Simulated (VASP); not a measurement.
The system is NbTe.

```
CELL_PARAMETERS angstrom
3.70297 0.00000 0.00000
-1.85149 3.20687 0.00000
0.00000 0.00000 3.69421
ATOMIC_POSITIONS crystal
Te 0.66667 0.33333 0.00000
Nb 0.00000 0.00000 0.50000
```

```yaml
Program: VASP 6.6.1
Task: relaxation of cell and atoms
Functional: BLYP
Potentials_or_basis: VASP PAW PBE potentials, release 64 (Te, Nb_sv)
Cutoff: 600 eV
k_mesh: 8 × 8 × 7
Occupations: fermi-dirac, width 0.05 eV
Spin: no spin polarisation
```

At the start: pressure 6.8 GPa; volume 21.93 Å³/atom.

Q: How do energy, volume and symmetry change on relaxing?

A: Over 6 steps the energy falls by 27.1 meV/atom and the volume is 23.30 Å³/atom (+6.2 %); space group P-6m2 (No. 187, to 0.05 Å).

Step by step:
```csv
step,energy change (eV),largest force (eV/Å),pressure (GPa),volume (Å³)
1,0.0000,0.0000,6.78,43.87
2,0.0205,0.0000,-6.15,50.03
3,-0.0529,0.0000,-0.07,46.55
4,-0.0529,0.0000,0.05,46.49
5,-0.0541,0.0000,0.03,46.56
6,-0.0543,0.0000,0.02,46.59
```

Final structure:
```xyz
2
Lattice="3.7893 0.0000 0.0000 -1.8947 3.2817 0.0000 0.0000 0.0000 3.7467" Properties=species:S:1:pos:R:3 pbc="T T T"
Te    1.8947    1.0939    0.0000
Nb    0.0000    0.0000    1.8734
```

Caveat: the PAW data sets were made with another functional, which shifts forces and pressure a little.
